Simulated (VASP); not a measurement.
# KCu3Se4 (I-42m) in VASP: single point with PBE

Aim: the single point of KCu3Se4 with PBE.

Everything below comes from runs of VASP 6.6.1. Logs are shortened: lines on timing, memory, paths and dates and some standing lists are left out, and cuts for length are marked.

## (1) The cell of the first run

It takes space group I-42m (No. 121, tetragonal). The conventional cell has a = 5.591 Å, b = 5.591 Å, c = 12.865 Å, α = 90.00°, β = 90.00°, γ = 90.00°. Cu (site symmetry -42m) has 4 Se at 2.41 Å within 3.2 Å. Within 3.2 Å of Cu (site symmetry -4) lie 4 Se at 2.41 Å. K (site symmetry -42m) has 4 Se at 3.31 Å and 12 Cu at 3.95 to 4.26 Å within 4.4 Å. Se (site symmetry m) has 3 Cu at 2.41 Å and 1 Se at 2.64 Å and 1 K at 3.31 Å within 3.4 Å.

## (2) Single point, PBE

The input, INCAR:

```
SYSTEM = KCu3Se4
  PREC = Accurate
  ENCUT = 520
  EDIFF = 1E-7
  ISMEAR = -1
  SIGMA = 0.1
  LREAL = .False.
  LASPH = .True.
  NELM = 60
  ALGO = Normal
  ISIF = 2
  LWAVE = .False.
  LCHARG = .True.
  GGA = PE
  LELF = .True.
  LVHAR = .True.
  NBANDS = 43
```

The input, KPOINTS:

```
Automatic mesh
0
Gamma
  6 6 6
  0 0 0
```

The input, POSCAR:

```
KCu3Se4
1.0
    0.0000000000      5.5906528317      0.0000000000
    5.5906528317      0.0000000000      0.0000000000
    2.7953264159      2.7953264159     -6.4324194597
Cu K Se
3 1 4
Direct
    0.5000000000      0.5000000000      0.0000000000
    0.7500000000      0.2500000000      0.5000000000
    0.2500000000      0.7500000000      0.5000000000
    0.0000000000      0.0000000000      0.0000000000
    0.5106083474      0.5106083474      0.3127465843
    0.4893916526      0.8233549318      0.6872534157
    0.1766450682      0.1766450682      0.3127465843
    0.8233549318      0.4893916526      0.6872534157
```

Potentials or basis: VASP PAW PBE potentials, release 64 (Cu, K_sv, Se).

Command:

```console
cat potpaw_PBE.64/Cu/POTCAR potpaw_PBE.64/K_sv/POTCAR potpaw_PBE.64/Se/POTCAR > POTCAR
mpirun -np 1 vasp_std > vasp.out
```

OUTCAR:

```text
SYSTEM = KCu3Se4
   PREC = Accurate
   ENCUT = 520
   EDIFF = 1E-7
   ISMEAR = -1
   LREAL = .False.
   LASPH = .True.
   NELM = 60
   ISIF = 2
   GGA = PE

 ion  position               nearest neighbor table
   1  0.500  0.500  0.000-   5 2.41   6 2.41   8 2.41   7 2.41
   2  0.750  0.250  0.500-   6 2.41   7 2.41   5 2.41   8 2.41
   3  0.250  0.750  0.500-   8 2.41   7 2.41   5 2.41   6 2.41
   4  0.000  0.000  0.000-
   5  0.511  0.511  0.313-   2 2.41   3 2.41   1 2.41   7 2.64
   6  0.489  0.823  0.687-   2 2.41   3 2.41   1 2.41   8 2.64
   7  0.177  0.177  0.313-   2 2.41   3 2.41   1 2.41   5 2.64
   8  0.823  0.489  0.687-   3 2.41   2 2.41   1 2.41   6 2.64

  LATTYP: Found a body centered tetragonal cell.
 ALAT       =     5.5906528317
 C/A-ratio  =     2.3011335718

  Lattice vectors:

 A1 = (  -2.7953264159,   2.7953264158,   6.4324194597)
 A2 = (   2.7953264158,  -2.7953264159,   6.4324194597)
 A3 = (   2.7953264159,   2.7953264159,  -6.4324194597)

Analysis of symmetry for initial positions (statically):
=====================================================================
 Subroutine PRICEL returns:
 Original cell was already a primitive cell.

 Routine SETGRP: Setting up the symmetry group for a
 body centered tetragonal supercell.

 Subroutine GETGRP returns: Found  8 space group operations
 (whereof  8 operations were pure point group operations)
 out of a pool of 16 trial point group operations.

The static configuration has the point symmetry D_2d.

Analysis of symmetry for dynamics (positions and initial velocities):
=====================================================================
 Subroutine PRICEL returns:
 Original cell was already a primitive cell.

 Routine SETGRP: Setting up the symmetry group for a
 body centered tetragonal supercell.

 Subroutine GETGRP returns: Found  8 space group operations
 (whereof  8 operations were pure point group operations)
 out of a pool of 16 trial point group operations.

The dynamic configuration has the point symmetry D_2d.

 Subroutine INISYM returns: Found  8 space group operations
 (whereof  8 operations are pure point group operations),
 and found     1 'primitive' translations

----------------------------------------------------------------------------------------

                                     Primitive cell

  volume of cell :     201.0478

  direct lattice vectors                    reciprocal lattice vectors
     0.000000000  5.590652832  0.000000000     0.000000000  0.178869987  0.077731249
     5.590652832  0.000000000  0.000000000     0.178869987  0.000000000  0.077731249
     2.795326416  2.795326416 -6.432419460     0.000000000  0.000000000 -0.155462498

  length of vectors
     5.590652832  5.590652832  7.550080771     0.195029791  0.195029791  0.155462498

  position of ions in fractional coordinates (direct lattice)
     0.500000000  0.500000000  0.000000000
     0.750000000  0.250000000  0.500000000
     0.250000000  0.750000000  0.500000000
     0.000000000  0.000000000  0.000000000
     0.510608347  0.510608347  0.312746584
     0.489391653  0.823354932  0.687253416
     0.176645068  0.176645068  0.312746584
     0.823354932  0.489391653  0.687253416

  ion indices of the primitive-cell ions
   primitive index   ion index
                 1           1
                 2           2
                 3           3
                 4           4
                 5           5
                 6           6
                 7           7
                 8           8

----------------------------------------------------------------------------------------

 KPOINTS: Automatic mesh

Automatic generation of k-mesh.
 Grid dimensions read from file:
 generate k-points for:    6    6    6

 Generating k-lattice:

  Cartesian coordinates                     Fractional coordinates (reciprocal lattice)
     0.000000000  0.029811665  0.012955208     0.166666667  0.000000000 -0.000000000
     0.029811665  0.000000000  0.012955208     0.000000000  0.166666667 -0.000000000
     0.000000000  0.000000000 -0.025910416     0.000000000  0.000000000  0.166666667

  Length of vectors
     0.032504965  0.032504965  0.025910416

  Shift w.r.t. Gamma in fractional coordinates (k-lattice)
     0.000000000  0.000000000  0.000000000

 Subroutine IBZKPT returns following result:
 ===========================================

 Found     30 irreducible k-points:

 Following reciprocal coordinates:
            Coordinates               Weight
  0.000000  0.000000  0.000000      1.000000
  0.166667  0.000000  0.000000      8.000000
  0.333333  0.000000  0.000000      8.000000
  0.500000  0.000000  0.000000      4.000000
  0.166667  0.166667  0.000000      8.000000
  0.333333  0.166667  0.000000     16.000000
[... 16 lines left out ...]
 -0.333333 -0.333333  0.166667      4.000000
 -0.166667 -0.333333  0.166667     16.000000
 [... further k-points ...]
   k-points           NKPTS =     30   k-points in BZ     NKDIM =     30   number of bands    NBANDS=     43
   number of dos      NEDOS =    301   number of ions     NIONS =      8
   total plane-waves  NPLWV =  98784
   dimension x,y,z NGX =    42 NGY =   42 NGZ =   56
   dimension x,y,z NGXF=    84 NGYF=   84 NGZF=  112
   ions per type =               3   1   4
   NGX,Y,Z   is equivalent  to a cutoff of  12.49, 12.49, 12.33 a.u.
   NGXF,Y,Z  is equivalent  to a cutoff of  24.98, 24.98, 24.66 a.u.
 SYSTEM =  KCu3Se4
   PREC   = accura    normal or accurate (medium, high low for compatibility)
   ISTART =      0    job   : 0-new  1-cont  2-samecut
   ICHARG =      2    charge: 1-file 2-atom 10-const
   ISPIN  =      1    spin polarized calculation?
   LNONCOLLINEAR =      F non collinear calculations
   LSORBIT =      F    spin-orbit coupling
   LASPH  =      T    aspherical Exc in radial PAW
   ENCUT  =  520.0 eV  38.22 Ry    6.18 a.u.  10.39 10.39 14.04*2*pi/ulx,y,z
   NELM   =     60;   NELMIN=  2; NELMDL= -5     # of ELM steps
   EDIFF  = 0.1E-06   stopping-criterion for ELM
   LREAL  =      F    real-space projection
   EDIFFG = 0.1E-05   stopping-criterion for IOM
   NSW    =      0    number of steps for IOM
   IBRION =     -1    ionic relax: 0-MD 1-quasi-New 2-CG
   NFREE  =      0    steps in history (QN), initial steepest desc. (CG)
   ISIF   =      2    stress and relaxation
   ISYM   =      2    0-nonsym 1-usesym 2-fastsym
   POTIM  = 0.5000    time-step for ionic-motion
   TEBEG  =    0.0;   TEEND  =   0.0 temperature during run
   PSTRESS=    0.0 pullay stress
   NELECT =      66.0000    total number of electrons
   NUPDOWN=      -1.0000    fix difference up-down
   EMIN   =  10.00;   EMAX   =-10.00  energy-range for DOS
   EFERMI =   0.00;   METHOD = LEGACY
   ISMEAR =    -1;   SIGMA  =   0.10  broadening in eV -4-tet -1-fermi 0-gaus
   EFERMI_NEDOS =   21; number of points for ismear=-14 and -15
   IALGO  =     38    algorithm
   IMIX   =      4    mixing-type and parameters
     AMIX     =   0.40;   BMIX     =  1.00
     AMIX_MAG =   1.60;   BMIX_MAG =  1.00
  volume/ion in A,a.u.               =      25.13       169.59
  Fermi-wavevector in a.u.,A,eV,Ry     =   1.129336  2.134135 17.352855  1.275399
  Thomas-Fermi vector in A             =   2.266029
   LORBIT       =      0    0 simple, 1 ext, 2 COOP (PROOUT), +10 PAW based schemes
   GGA     = PE    functional components
   LHFCALC =     F    Hartree Fock is set to
   AEXX    =    0.0000 exact exchange contribution
   IVDW    =     0    specifies the selected vdW correction
   LEPSILON=     F    determine dielectric tensor
   LRPA    =     F    only Hartree local field effects (RPA)
 non-spin polarized calculation
  energy-cutoff  :      520.00
  volume of cell :      201.05
 maximum number of plane-waves:      5432
 NGX is ok and might be reduce to    42
   NGX = 21   NGY = 21   NGZ = 29

 number of electron      66.0000024 magnetization

 Free energy of the ion-electron system (eV)
  ---------------------------------------------------
  ext. energy  EPLUGINS =         0.00000000
  ---------------------------------------------------
  free energy    TOTEN  =       -28.47931869 eV

  energy without entropy =      -28.41618682  energy(sigma->0) =      -28.44775275

 E-fermi :   2.7297     XC(G=0):  -8.7214

 val. band max:        2.7073784952   @ k =   0.5000   0.5000   0.0000
 cond. band min:       2.8197101453   @ k =   0.3333   0.0000   0.1667
 fundamental gap:      0.1123316501
 Fermi energy:         2.7297365374

 k-point     1 :       0.0000    0.0000    0.0000
  band No.  band energies     occupation
      1     -28.0730      2.00000
      2     -11.8026      2.00000
      3     -11.6553      2.00000
      4     -11.5747      2.00000
      5     -11.5747      2.00000
      6     -11.0215      2.00000
[... 35 lines left out ...]
     42       8.2326      0.00000
     43       8.2329      0.00000

 k-point     2 :       0.1667    0.0000    0.0000
  band No.  band energies     occupation
      1     -28.0730      2.00000
      2     -11.7925      2.00000
      3     -11.6428      2.00000
      4     -11.5795      2.00000
      5     -11.5326      2.00000
      6     -11.0550      2.00000
[... 35 lines left out ...]
     42       8.1482      0.00000
     43       8.4024      0.00000

 k-point     3 :       0.3333    0.0000    0.0000
  band No.  band energies     occupation
      1     -28.0729      2.00000
      2     -11.7558      2.00000
      3     -11.6342      2.00000
      4     -11.5959      2.00000
      5     -11.4158      2.00000
      6     -11.1450      2.00000
[... 35 lines left out ...]
     42       8.3386      0.00000
     43       8.7871      0.00000

 k-point     4 :       0.5000    0.0000    0.0000
  band No.  band energies     occupation
      1     -28.0729      2.00000
      2     -11.7273      2.00000
      3     -11.6229      2.00000
      4     -11.6194      2.00000
      5     -11.3037      2.00000
      6     -11.2442      2.00000
[... 863 lines left out ...]
     42       8.4293      0.00000
     43       8.5870      0.00000

 k-point    23 :      -0.3333   -0.3333    0.1667
  band No.  band energies     occupation
      1     -28.0728      2.00000
      2     -11.6786      2.00000
      3     -11.6400      2.00000
      4     -11.5857      2.00000
      5     -11.2874      2.00000
      6     -11.2499      2.00000
[... 35 lines left out ...]
     42       8.0346      0.00000
     43       8.6585      0.00000

 k-point    24 :      -0.1667   -0.3333    0.1667
  band No.  band energies     occupation
      1     -28.0729      2.00000
      2     -11.7066      2.00000
      3     -11.6589      2.00000
      4     -11.5877      2.00000
      5     -11.3386      2.00000
      6     -11.2273      2.00000
[... 35 lines left out ...]
     42       8.2485      0.00000
     43       8.6434      0.00000

 [... further k-points ...]
[... 5 lines left out ...]
  --------------------------------------------------------------------------------------
  -------------------------------------------------------------------------------------
  Total        0.1905167      0.1905167      0.2797705      0.0000000     -0.0000000     -0.0000000
  in kB        1.5182532      1.5182532      2.2295289      0.0000000     -0.0000000     -0.0000000
  external PRESSURE =       1.7553451 kB  Pullay stress =       0.0000000 kB

 VOLUME and BASIS-vectors are now :
 -----------------------------------------------------------------------------
  energy-cutoff  :      520.00
  volume of cell :      201.05
      direct lattice vectors                 reciprocal lattice vectors
     0.000000000  5.590652832  0.000000000     0.000000000  0.178869987  0.077731249
     5.590652832  0.000000000  0.000000000     0.178869987  0.000000000  0.077731249
     2.795326416  2.795326416 -6.432419460     0.000000000  0.000000000 -0.155462498

 POSITION                                       TOTAL-FORCE (eV/Angst)
 -----------------------------------------------------------------------------------
      2.79533      2.79533      0.00000         0.000000     -0.000000      0.000000
      2.79533      5.59065     -3.21621         0.000000     -0.000000      0.000000
      5.59065      2.79533     -3.21621         0.000000     -0.000000      0.000000
      0.00000      0.00000      0.00000         0.000000     -0.000000      0.000000
      3.72886      3.72886     -2.01172        -0.015206     -0.015206      0.003472
      6.52419      4.65712     -4.42070        -0.015206      0.015206     -0.003472
      1.86179      1.86179     -2.01172         0.015206      0.015206      0.003472
      4.65712      6.52419     -4.42070         0.015206     -0.015206     -0.003472
 -----------------------------------------------------------------------------------
    total drift:                                0.000003      0.000003     -0.000018

  FREE ENERGIE OF THE ION-ELECTRON SYSTEM (eV)
  ---------------------------------------------------
  free  energy   TOTEN  =       -28.4793186937 eV

  energy  without entropy=      -28.4161868163  energy(sigma->0) =      -28.44775275
```

Run time: 6.9 min. Hardware: 1 thread of Intel Xeon Platinum 8259CL at 2.50GHz (Skylake/Cascade Lake), shared host; peak memory 0.44 GiB.

Results:

```yaml
Free_energy: -28.4793 eV
Pressure: 0.2 GPa
Largest_force: 0.022 eV/Å
Band_gap_on_the_k_mesh: 0.11 eV (least direct gap 0.35 eV)
```

Forces in eV/Å, atoms in the order of the input:
```
Cu   0.000  0.000  0.000
Cu   0.000  0.000  0.000
Cu   0.000  0.000  0.000
K    0.000  0.000  0.000
Se  -0.015 -0.015  0.003
Se  -0.015  0.015 -0.003
Se   0.015  0.015  0.003
Se   0.015 -0.015 -0.003
```

Levels at points of the mesh, in eV from the valence-band top:
```csv
k point,band 30,band 31,band 32,band 33,band 34,band 35,band 36,band 37
"(0.00, 0.00, 0.00)",-1.24,-1.13,-1.13,-0.71,0.95,0.95,1.43,3.39
"(0.50, 0.00, 0.00)",-1.55,-1.52,-0.67,-0.27,0.38,0.51,3.26,3.48
"(0.50, 0.50, 0.00)",-0.92,-0.44,-0.37,0.00,0.46,0.61,3.05,3.07
"(0.00, 0.00, 0.50)",-1.61,-1.27,-1.24,-1.24,0.49,0.49,3.09,3.11
```

A k mesh can miss the band edges.
